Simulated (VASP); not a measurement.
# FeS2 (Pnnm) in VASP: single point with HSE06

Aim: the single point of FeS2 with HSE06.

Everything below comes from runs of VASP 6.6.1. Logs are shortened: lines on timing, memory, paths and dates and some standing lists are left out, and cuts for length are marked.

## Step 1: The cell of the first run

Symmetry: Pnnm, No. 58, orthorhombic system. Conventional cell: a = 4.431 Å, b = 5.401 Å, c = 3.379 Å, α = 90.00°, β = 90.00°, γ = 90.00°. Fe (site symmetry 2/m) has 6 S at 2.23 to 2.25 Å within 2.9 Å. S (site symmetry m) has 12 S at 2.22 to 3.38 Å and 6 Fe at 2.23 to 3.60 Å within 3.6 Å.

## Step 2: Single point, HSE06

Input file POSCAR:

```
FeS2
1.0
    4.4308097358      0.0000000000      0.0000000000
    0.0000000000      5.4005600319      0.0000000000
    0.0000000000      0.0000000000      3.3792372752
Fe S
2 4
Direct
    0.5000000000      0.5000000000      0.5000000000
    0.0000000000      0.0000000000      0.0000000000
    0.2990462953      0.8778423373      0.5000000000
    0.7009537047      0.1221576627      0.5000000000
    0.2009537047      0.3778423373      0.0000000000
    0.7990462953      0.6221576627      0.0000000000
```

Input file INCAR.step1:

```
SYSTEM = FeS2
PREC     = Accurate       ! precision mode
ENCUT    = 520            ! plane-wave cutoff, eV
EDIFF    = 1E-5           ! SCF threshold, eV
ISMEAR   = 0              ! smearing method
SIGMA    = 0.01           ! smearing width, eV
LREAL    = .FALSE.        ! projectors in reciprocal space
LASPH    = .TRUE.         ! aspherical terms in the spheres
NELM     = 120            ! most SCF steps
ALGO     = Normal         ! electronic algorithm
ISIF     = 2              ! what is computed and relaxed
LWAVE    = .TRUE.         ! write WAVECAR
NBANDS   = 29             ! bands
GGA      = PE             ! functional
GGA_COMPAT= .FALSE.      
KPAR     = 4
```

Input file INCAR.step2:

```
SYSTEM = FeS2
PREC     = Accurate       ! precision mode
ENCUT    = 520            ! plane-wave cutoff, eV
EDIFF    = 1E-6           ! SCF threshold, eV
ISMEAR   = 0              ! smearing method
SIGMA    = 0.01           ! smearing width, eV
LREAL    = .FALSE.        ! projectors in reciprocal space
LASPH    = .TRUE.         ! aspherical terms in the spheres
NELM     = 120            ! most SCF steps
ALGO     = Normal         ! electronic algorithm
ISIF     = 2              ! what is computed and relaxed
LWAVE    = .FALSE.        ! write WAVECAR
LCHARG   = .TRUE.         ! write CHGCAR
GGA      = PE             ! functional
LHFCALC  = .TRUE.         ! exact exchange
HFSCREEN = 0.2079         ! screening, 1/A
PRECFOCK = Normal       
LVHAR    = .TRUE.       
NBANDS   = 29             ! bands
ISTART   = 1            
GGA_COMPAT= .FALSE.      
KPAR     = 4
```

Input file KPOINTS:

```
regular mesh
0
G
  4 4 4
  0 0 0
```

Potentials or basis: VASP PAW PBE potentials, release 64 (Fe, S).

Started as:

```console
cat potpaw_PBE.64/Fe/POTCAR potpaw_PBE.64/S/POTCAR > POTCAR
cp INCAR.step1 INCAR
mpirun -np 4 vasp_std > vasp.out
cp INCAR.step2 INCAR
mpirun -np 4 vasp_std > vasp.out
```

OUTCAR:

```text
SYSTEM = FeS2
   PREC = Accurate
   ENCUT = 520
   EDIFF = 1E-6
   ISMEAR = 0
   LREAL = .FALSE.
   LASPH = .TRUE.
   NELM = 120
   ISIF = 2
   GGA = PE
   LHFCALC = .TRUE.
   HFSCREEN = 0.2079
   PRECFOCK = Normal
   ISTART = 1

 ion  position               nearest neighbor table
   1  0.500  0.500  0.500-   3 2.23   4 2.23   5 2.25   6 2.25   5 2.25   6 2.25
   2  0.000  0.000  0.000-   5 2.23   6 2.23   3 2.25   4 2.25   3 2.25   4 2.25
   3  0.299  0.878  0.500-   4 2.22   1 2.23   2 2.25   2 2.25
   4  0.701  0.122  0.500-   3 2.22   1 2.23   2 2.25   2 2.25
   5  0.201  0.378  0.000-   6 2.22   2 2.23   1 2.25   1 2.25
   6  0.799  0.622  0.000-   5 2.22   2 2.23   1 2.25   1 2.25

  LATTYP: Found a simple orthorhombic cell.
 ALAT       =     3.3792372752
 B/A-ratio  =     1.3111863344
 C/A-ratio  =     1.5981594638

  Lattice vectors:

 A1 = (   0.0000000000,   0.0000000000,   3.3792372752)
 A2 = (   4.4308097358,   0.0000000000,   0.0000000000)
 A3 = (   0.0000000000,   5.4005600319,   0.0000000000)

Analysis of symmetry for initial positions (statically):
=====================================================================
 Subroutine PRICEL returns:
 Original cell was already a primitive cell.

 Routine SETGRP: Setting up the symmetry group for a
 simple orthorhombic supercell.

 Subroutine GETGRP returns: Found  8 space group operations
 (whereof  4 operations were pure point group operations)
 out of a pool of  8 trial point group operations.

The static configuration has the point symmetry C_2h.
 The point group associated with its full space group is D_2h.

Analysis of symmetry for dynamics (positions and initial velocities):
=====================================================================
 Subroutine PRICEL returns:
 Original cell was already a primitive cell.

 Routine SETGRP: Setting up the symmetry group for a
 simple orthorhombic supercell.

 Subroutine GETGRP returns: Found  8 space group operations
 (whereof  4 operations were pure point group operations)
 out of a pool of  8 trial point group operations.

The dynamic configuration has the point symmetry C_2h.
 The point group associated with its full space group is D_2h.

 Subroutine INISYM returns: Found  8 space group operations
 (whereof  4 operations are pure point group operations),
[... 105 lines left out ...]
   LREAL  =      F    real-space projection
   EDIFFG = 0.1E-04   stopping-criterion for IOM
   NSW    =      0    number of steps for IOM
   IBRION =     -1    ionic relax: 0-MD 1-quasi-New 2-CG
   NFREE  =      0    steps in history (QN), initial steepest desc. (CG)
   ISIF   =      2    stress and relaxation
   ISYM   =      3    0-nonsym 1-usesym 2-fastsym
   POTIM  = 0.5000    time-step for ionic-motion
   TEBEG  =    0.0;   TEEND  =   0.0 temperature during run
   PSTRESS=    0.0 pullay stress
   NELECT =      40.0000    total number of electrons
   NUPDOWN=      -1.0000    fix difference up-down
   EMIN   =  10.00;   EMAX   =-10.00  energy-range for DOS
   EFERMI =   0.00;   METHOD = LEGACY
   ISMEAR =     0;   SIGMA  =   0.01  broadening in eV -4-tet -1-fermi 0-gaus
   EFERMI_NEDOS =   21; number of points for ismear=-14 and -15
   IALGO  =     38    algorithm
   IMIX   =      1    mixing-type and parameters
     AMIX     =   0.40;   BMIX     =  1.00
     AMIX_MAG =   1.60;   BMIX_MAG =  1.00
  volume/ion in A,a.u.               =      13.48        90.95
  Fermi-wavevector in a.u.,A,eV,Ry     =   1.294736  2.446697 22.808016  1.676342
  Thomas-Fermi vector in A             =   2.426300
   LORBIT       =      0    0 simple, 1 ext, 2 COOP (PROOUT), +10 PAW based schemes
   GGA     = PE    functional components
   LHFCALC =     T    Hartree Fock is set to
   PRECFOCK=normal    Normal, Fast or Accurate (Low or Medium for compatibility)
   ENCUT4O =  -1.0   cutoff for four orbital integrals eV
   NKREDX  =     1    reduce k-point grid by
   NKREDY  =     1    reduce k-point grid by
   NKREDZ  =     1    reduce k-point grid by
   AEXX    =    0.2500 exact exchange contribution
   HFSCREEN=    0.2079 screening length (either q_TF or 0.3 A-1)
   HFSCREENC=   0.2079 screening length for correlation (either q_TF or 0.3 A-1)
   ENCUTFOCK=  -1.0 apply spherical cutoff to Coloumb kernel
   IVDW    =     0    specifies the selected vdW correction
   LEPSILON=     F    determine dielectric tensor
   LRPA    =     F    only Hartree local field effects (RPA)
 non-spin polarized calculation
 Gauss-broadening in eV      SIGMA  =   0.01
  energy-cutoff  :      520.00
  volume of cell :       80.86
 maximum number of plane-waves:      2204
 NGX is ok and might be reduce to    36
  NGX = 28; NGY = 32; NGZ = 20

 number of electron      39.9999994 magnetization

 Free energy of the ion-electron system (eV)
  ---------------------------------------------------
  ext. energy  EPLUGINS =         0.00000000
  ---------------------------------------------------
  free energy    TOTEN  =       -46.36413832 eV

  energy without entropy =      -46.36413832  energy(sigma->0) =      -46.36413832

 E-fermi :   6.9251     XC(G=0):  -9.6397

 val. band max:        6.8831957452   @ k =   0.5000   0.0000   0.0000
 cond. band min:       9.2968334538   @ k =   0.0000   0.2500   0.0000
 fundamental gap:      2.4136377086
 Fermi energy:         6.9250846185

 k-point     1 :       0.0000    0.0000    0.0000
  band No.  band energies     occupation
      1     -11.1750      2.00000
      2      -8.6424      2.00000
      3      -6.3615      2.00000
      4      -5.5648      2.00000
      5      -1.0857      2.00000
      6       0.6384      2.00000
[... 757 lines left out ...]
     28      15.5191      0.00000
     29      16.0039      0.00000

 [... further k-points ...]
[... 5 lines left out ...]
  --------------------------------------------------------------------------------------
  -------------------------------------------------------------------------------------
  Total       -1.5946033     -0.2199262      1.2425561      0.0000000      0.0000000      0.0000000
  in kB      -31.5953132     -4.3575955     24.6198831      0.0000000      0.0000000      0.0000000
  external PRESSURE =      -3.7776752 kB  Pullay stress =       0.0000000 kB

 VOLUME and BASIS-vectors are now :
 -----------------------------------------------------------------------------
  energy-cutoff  :      520.00
  volume of cell :       80.86
      direct lattice vectors                 reciprocal lattice vectors
     4.430809736  0.000000000  0.000000000     0.225692381  0.000000000  0.000000000
     0.000000000  5.400560032  0.000000000     0.000000000  0.185165982  0.000000000
     0.000000000  0.000000000  3.379237275     0.000000000  0.000000000  0.295924766

 POSITION                                       TOTAL-FORCE (eV/Angst)
 -----------------------------------------------------------------------------------
      2.21540      2.70028      1.68962         0.000000      0.000000      0.000000
      0.00000      0.00000      0.00000         0.000000      0.000000      0.000000
      1.32502      4.74084      1.68962         0.802621      0.551123     -0.000000
      3.10579      0.65972      1.68962        -0.802621     -0.551123      0.000000
      0.89039      2.04056      0.00000        -0.802621      0.551123      0.000000
      3.54042      3.36000      0.00000         0.802621     -0.551123     -0.000000
 -----------------------------------------------------------------------------------
    total drift:                               -0.000012      0.000006      0.000003

  FREE ENERGIE OF THE ION-ELECTRON SYSTEM (eV)
  ---------------------------------------------------
  free  energy   TOTEN  =       -46.3641383229 eV

  energy  without entropy=      -46.3641383229  energy(sigma->0) =      -46.36413832
```

Run time: 54 min. Hardware: 4 MPI ranks of AMD EPYC 7R43 (Zen 3), shared host; peak memory 0.34 GiB.

What came out:

| Property | Result |
| --- | --- |
| Free energy | -46.3641 eV |
| Pressure | -0.4 GPa |
| Largest force | 0.974 eV/Å |
| Band gap on the k mesh | 2.41 eV (least direct gap 2.97 eV) |

Forces in eV/Å, atoms in the order of the input:
```
Fe   0.000  0.000  0.000
Fe   0.000  0.000  0.000
S    0.803  0.551  0.000
S   -0.803 -0.551  0.000
S   -0.803  0.551  0.000
S    0.803 -0.551  0.000
```

Caveat: the k points lie up to 0.46 Å⁻¹ apart; the PAW data sets were made with another functional, which shifts forces and pressure a little.
